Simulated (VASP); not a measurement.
# C19O in VASP: further runs

The runs below take C19O through single point, with LDA.

Everything below comes from runs of VASP 6.6.1. Logs are shortened: lines on timing, memory, paths and dates and some standing lists are left out, and cuts for length are marked.

## 1. The cell of the first run

The cell holds a slab with vacuum, 20 atoms: a = 7.398 Å, b = 7.398 Å, c = 12.000 Å, α = 90.00°, β = 90.00°, γ = 120.00°.

## 2. Single point, LDA

INCAR reads:

```
SYSTEM = C19O
PREC     = Accurate       ! precision mode
ENCUT    = 520            ! plane-wave cutoff, eV
EDIFF    = 1E-6           ! SCF threshold, eV
ISMEAR   = 0              ! smearing method
SIGMA    = 0.05           ! smearing width, eV
LREAL    = Auto         
LASPH    = .TRUE.         ! aspherical terms in the spheres
NELM     = 80             ! most SCF steps
ALGO     = Normal         ! electronic algorithm
ISIF     = 2              ! what is computed and relaxed
LWAVE    = .FALSE.        ! write WAVECAR
LCHARG   = .FALSE.        ! write CHGCAR
NBANDS   = 57             ! bands
```

KPOINTS reads:

```
regular mesh
0
G
  2 2 1
  0 0 0
```

POSCAR reads:

```
C19O
1.0
    7.3980000000      0.0000000000      0.0000000000
   -3.6990000000      6.4068560000      0.0000000000
    0.0000000000      0.0000000000     12.0000000000
C O
19 1
Direct
    0.0025423206      0.0019969038      0.0739881505
    0.2236484870      0.1125460756      0.0738108066
    0.0028175704      0.3333787440      0.0739771154
    0.2234075176      0.4437199152      0.0739772133
    0.0006291910      0.6665143563      0.0739139127
    0.2255971151      0.7789748610      0.0738120572
    0.3361263836      0.0000853893      0.0736757569
    0.5567704793      0.1103599688      0.0738615410
    0.3339811865      0.3331791012      0.0739558226
    0.5589487883      0.4456684634      0.0739774958
    0.3359539114      0.6687123802      0.0739778497
    0.5569837900      0.7792665158      0.0740181019
    0.6672510204     -0.0002257727      0.0739846051
    0.8922333623      0.1123109233      0.0740057454
    0.6692170727      0.3353407433      0.0739187389
    0.8903402048      0.4458692554      0.0739738957
    0.6694579076      0.6667510076      0.0740400838
    0.8900629103      0.7770420348      0.0740128785
    0.3991467807      0.9109815197      0.3093761912
    0.3013805004      0.9566003140      0.3614081377
```

Potentials or basis: VASP PAW LDA potentials, release 64 (C, O).

The run is started by

```
cat potpaw_LDA.64/C/POTCAR potpaw_LDA.64/O/POTCAR > POTCAR
mpirun -np 1 vasp_std > vasp.out
```

OUTCAR:

```text
SYSTEM = C19O
   PREC = Accurate
   ENCUT = 520
   EDIFF = 1E-6
   ISMEAR = 0
   LREAL = Auto
   LASPH = .TRUE.
   NELM = 80
   ISIF = 2

 ion  position               nearest neighbor table
   1  0.003  0.002  0.074-  14 1.41   2 1.42  18 1.44
   2  0.224  0.113  0.074-   9 1.41   1 1.42   7 1.44
   3  0.003  0.333  0.074-   4 1.41  14 1.42  16 1.44
   4  0.223  0.444  0.074-   3 1.41   9 1.42  11 1.44
   5  0.001  0.667  0.074-  16 1.41  18 1.42   6 1.44
   6  0.226  0.779  0.074-  11 1.41   7 1.42   5 1.44
[... 10 lines left out ...]
  17  0.669  0.667  0.074-  18 1.41  10 1.42  12 1.44
  18  0.890  0.777  0.074-  17 1.41   5 1.42   1 1.44
  19  0.399  0.911  0.309-  20 1.13
  20  0.301  0.957  0.361-  19 1.13

  LATTYP: Found a hexagonal cell.
 ALAT       =     7.3980000000
 C/A-ratio  =     1.6220600162

  Lattice vectors:

 A1 = (   7.3980000000,   0.0000000000,   0.0000000000)
 A2 = (  -3.6990000000,   6.4068560000,   0.0000000000)
 A3 = (   0.0000000000,   0.0000000000,  12.0000000000)

Analysis of symmetry for initial positions (statically):
=====================================================================
 Subroutine PRICEL returns:
 Original cell was already a primitive cell.

 Routine SETGRP: Setting up the symmetry group for a
 hexagonal supercell.

 Subroutine GETGRP returns: Found  1 space group operations
 (whereof  1 operations were pure point group operations)
 out of a pool of 24 trial point group operations.

The static configuration has the point symmetry C_1 .

Analysis of symmetry for dynamics (positions and initial velocities):
=====================================================================
 Subroutine PRICEL returns:
 Original cell was already a primitive cell.

 Routine SETGRP: Setting up the symmetry group for a
 hexagonal supercell.

 Subroutine GETGRP returns: Found  1 space group operations
 (whereof  1 operations were pure point group operations)
 out of a pool of 24 trial point group operations.

The dynamic configuration has the point symmetry C_1 .

 Subroutine INISYM returns: Found  1 space group operations
 (whereof  1 operations are pure point group operations),
 and found     1 'primitive' translations

----------------------------------------------------------------------------------------

                                     Primitive cell

  volume of cell :     568.7750

  direct lattice vectors                    reciprocal lattice vectors
     7.398000000  0.000000000  0.000000000     0.135171668  0.078041398  0.000000000
    -3.699000000  6.406856000  0.000000000     0.000000000  0.156082796  0.000000000
     0.000000000  0.000000000 12.000000000     0.000000000  0.000000000  0.083333333

  length of vectors
     7.398000000  7.398000054 12.000000000     0.156082797  0.156082796  0.083333333

  position of ions in fractional coordinates (direct lattice)
     0.002542321  0.001996904  0.073988150
     0.223648487  0.112546076  0.073810807
     0.002817570  0.333378744  0.073977115
     0.223407518  0.443719915  0.073977213
     0.000629191  0.666514356  0.073913913
     0.225597115  0.778974861  0.073812057
[... 12 lines left out ...]
     0.399146781  0.910981520  0.309376191
     0.301380500  0.956600314  0.361408138

  ion indices of the primitive-cell ions
   primitive index   ion index
                 1           1
                 2           2
                 3           3
                 4           4
                 5           5
                 6           6
[... 12 lines left out ...]
                19          19
                20          20

----------------------------------------------------------------------------------------

 KPOINTS: regular mesh

Automatic generation of k-mesh.
 Grid dimensions read from file:
 generate k-points for:    2    2    1

 Generating k-lattice:

  Cartesian coordinates                     Fractional coordinates (reciprocal lattice)
     0.067585834  0.039020699  0.000000000     0.500000000  0.000000000  0.000000000
     0.000000000  0.078041398  0.000000000     0.000000000  0.500000000  0.000000000
     0.000000000  0.000000000  0.083333333     0.000000000  0.000000000  1.000000000

  Length of vectors
     0.078041399  0.078041398  0.083333333

  Shift w.r.t. Gamma in fractional coordinates (k-lattice)
     0.000000000  0.000000000  0.000000000

 Subroutine IBZKPT returns following result:
 ===========================================

 Found      4 irreducible k-points:

 Following reciprocal coordinates:
            Coordinates               Weight
  0.000000  0.000000  0.000000      1.000000
  0.500000  0.000000  0.000000      1.000000
  0.000000  0.500000  0.000000      1.000000
  0.500000  0.500000  0.000000      1.000000
   k-points           NKPTS =      4   k-points in BZ     NKDIM =      4   number of bands    NBANDS=     57
   number of dos      NEDOS =    301   number of ions     NIONS =     20
   total plane-waves  NPLWV = 282240
   dimension x,y,z NGX =    56 NGY =   56 NGZ =   90
   dimension x,y,z NGXF=   112 NGYF=  112 NGZF=  180
   ions per type =              19   1
   NGX,Y,Z   is equivalent  to a cutoff of  12.58, 12.58, 12.47 a.u.
   NGXF,Y,Z  is equivalent  to a cutoff of  25.17, 25.17, 24.94 a.u.
 SYSTEM =  C19O
   PREC   = accura    normal or accurate (medium, high low for compatibility)
   ISTART =      0    job   : 0-new  1-cont  2-samecut
   ICHARG =      2    charge: 1-file 2-atom 10-const
   ISPIN  =      1    spin polarized calculation?
   LNONCOLLINEAR =      F non collinear calculations
   LSORBIT =      F    spin-orbit coupling
   LASPH  =      T    aspherical Exc in radial PAW
   ENCUT  =  520.0 eV  38.22 Ry    6.18 a.u.  13.76 13.76 22.31*2*pi/ulx,y,z
   NELM   =     80;   NELMIN=  2; NELMDL= -5     # of ELM steps
   EDIFF  = 0.1E-05   stopping-criterion for ELM
   LREAL  =      T    real-space projection
   EDIFFG = 0.1E-04   stopping-criterion for IOM
   NSW    =      0    number of steps for IOM
   IBRION =     -1    ionic relax: 0-MD 1-quasi-New 2-CG
   NFREE  =      0    steps in history (QN), initial steepest desc. (CG)
   ISIF   =      2    stress and relaxation
   ISYM   =      2    0-nonsym 1-usesym 2-fastsym
   POTIM  = 0.5000    time-step for ionic-motion
   TEBEG  =    0.0;   TEEND  =   0.0 temperature during run
   PSTRESS=    0.0 pullay stress
   NELECT =      82.0000    total number of electrons
   NUPDOWN=      -1.0000    fix difference up-down
   EMIN   =  10.00;   EMAX   =-10.00  energy-range for DOS
   EFERMI =   0.00;   METHOD = LEGACY
   ISMEAR =     0;   SIGMA  =   0.05  broadening in eV -4-tet -1-fermi 0-gaus
   EFERMI_NEDOS =   21; number of points for ismear=-14 and -15
   IALGO  =     38    algorithm
   IMIX   =      4    mixing-type and parameters
     AMIX     =   0.40;   BMIX     =  1.00
     AMIX_MAG =   1.60;   BMIX_MAG =  1.00
  volume/ion in A,a.u.               =      28.44       191.91
  Fermi-wavevector in a.u.,A,eV,Ry     =   0.858419  1.622176 10.025902  0.736883
  Thomas-Fermi vector in A             =   1.975621
   LORBIT       =      0    0 simple, 1 ext, 2 COOP (PROOUT), +10 PAW based schemes
   GGA     = CA    functional components
   LHFCALC =     F    Hartree Fock is set to
   AEXX    =    0.0000 exact exchange contribution
   IVDW    =     0    specifies the selected vdW correction
   LEPSILON=     F    determine dielectric tensor
   LRPA    =     F    only Hartree local field effects (RPA)
 non-spin polarized calculation
 Gauss-broadening in eV      SIGMA  =   0.05
  energy-cutoff  :      520.00
  volume of cell :      568.78
 maximum number of plane-waves:     15363
 NGX is ok and might be reduce to    56
   NGX = 27   NGY = 27   NGZ = 45

 number of electron      81.9999996 magnetization

 Free energy of the ion-electron system (eV)
  ---------------------------------------------------
  ext. energy  EPLUGINS =         0.00000000
  ---------------------------------------------------
  free energy    TOTEN  =      -196.75616095 eV

  energy without entropy =     -196.75602428  energy(sigma->0) =     -196.75609261

 E-fermi :  -1.7605     XC(G=0):  -4.2600

 val. band max:       -1.8751047142   @ k =   0.0000   0.0000   0.0000
 cond. band min:      -1.6455317106   @ k =   0.0000   0.0000   0.0000
 fundamental gap:      0.2295730036
 Fermi energy:        -1.7605467738

 k-point     1 :       0.0000    0.0000    0.0000
  band No.  band energies     occupation
      1     -26.4841      2.00000
      2     -21.0507      2.00000
      3     -18.5707      2.00000
      4     -18.5660      2.00000
      5     -18.4487      2.00000
      6     -18.4392      2.00000
[... 45 lines left out ...]
     52       3.2278      0.00000
     53       3.2556      0.00000

 k-point     2 :       0.5000    0.0000    0.0000
  band No.  band energies     occupation
      1     -26.4841      2.00000
      2     -20.4048      2.00000
      3     -20.3966      2.00000
      4     -19.1611      2.00000
      5     -19.0699      2.00000
      6     -16.6780      2.00000
[... 45 lines left out ...]
     52       3.8173      0.00000
     53       4.1099      0.00000

 k-point     3 :       0.0000    0.5000    0.0000
  band No.  band energies     occupation
      1     -26.4841      2.00000
      2     -20.4029      2.00000
      3     -20.3985      2.00000
      4     -19.1612      2.00000
      5     -19.0697      2.00000
      6     -16.6780      2.00000
[... 45 lines left out ...]
     52       3.8785      0.00000
     53       4.0776      0.00000

 k-point     4 :       0.5000    0.5000    0.0000
  band No.  band energies     occupation
      1     -26.4841      2.00000
      2     -20.4073      2.00000
      3     -20.3941      2.00000
      4     -19.1615      2.00000
      5     -19.0695      2.00000
      6     -16.6792      2.00000
[... 45 lines left out ...]
     52       3.7506      0.00000
     53       4.1453      0.00000
 [bands above 53 left out]

------------------------ aborting loop because EDIFF is reached ----------------------------------------

  FORCE on cell =-STRESS in cart. coord.  units (eV):
  Direction    XX          YY          ZZ          XY          YZ          ZX
  --------------------------------------------------------------------------------------
  -------------------------------------------------------------------------------------
  Total       -8.1808175     -8.9024663      0.2222876     -0.2693490      0.1978232     -0.5832214
  in kB      -23.0444713    -25.0772774      0.6261600     -0.7587267      0.5572465     -1.6428712
  external PRESSURE =     -15.8318629 kB  Pullay stress =       0.0000000 kB

 VOLUME and BASIS-vectors are now :
 -----------------------------------------------------------------------------
  energy-cutoff  :      520.00
  volume of cell :      568.78
      direct lattice vectors                 reciprocal lattice vectors
     7.398000000  0.000000000  0.000000000     0.135171668  0.078041398  0.000000000
    -3.699000000  6.406856000  0.000000000     0.000000000  0.156082796  0.000000000
     0.000000000  0.000000000 12.000000000     0.000000000  0.000000000  0.083333333

 POSITION                                       TOTAL-FORCE (eV/Angst)
 -----------------------------------------------------------------------------------
      0.01142      0.01279      0.88786        -0.006126      0.002706      0.002423
      1.23824      0.72107      0.88573        -0.000219     -0.005649      0.004758
     -1.21232      2.13591      0.88773        -0.008739     -0.006547      0.001123
      0.01145      2.84285      0.88773         0.010586      0.015889      0.002406
     -2.46078      4.27026      0.88697         0.004536      0.000880      0.001980
     -1.21246      4.99078      0.88574        -0.008085     -0.009420     -0.003398
[... 12 lines left out ...]
     -0.41683      5.83653      3.71251         0.925741     -0.302507     -0.653059
     -1.30885      6.12880      4.33690        -0.927079      0.302993      0.651042
 -----------------------------------------------------------------------------------
    total drift:                               -0.009103      0.015566     -0.053146

  FREE ENERGIE OF THE ION-ELECTRON SYSTEM (eV)
  ---------------------------------------------------
  free  energy   TOTEN  =      -196.7561609479 eV

  energy  without entropy=     -196.7560242819  energy(sigma->0) =     -196.75609261
```

Wall time 2.7 min (1 thread of AMD EPYC 9R45 (Zen 5), shared host); peak memory 0.43 GiB.

Results:

| Quantity | Value |
| --- | --- |
| Free energy | -196.7562 eV |
| Largest force | 1.173 eV/Å |
| Band gap on the k mesh | 0.23 eV, direct |

Forces on the atoms (eV/Å):
```
C   -0.006  0.003  0.002
C    0.000 -0.006  0.005
C   -0.009 -0.007  0.001
C    0.011  0.016  0.002
C    0.005  0.001  0.002
C   -0.008 -0.009 -0.003
C    0.000 -0.002 -0.012
C    0.006  0.005  0.001
C   -0.008  0.015  0.003
C   -0.010  0.015  0.003
C    0.018 -0.008 -0.004
C    0.002 -0.022 -0.005
C    0.017  0.008 -0.001
C   -0.010 -0.009  0.000
C    0.013 -0.002  0.002
C   -0.002 -0.004  0.002
C   -0.017  0.006  0.001
C    0.000 -0.001  0.003
C    0.926 -0.303 -0.653
O   -0.927  0.303  0.651
```

Caveat: the k points lie up to 0.49 Å⁻¹ apart.

[end of part 1 of 2]
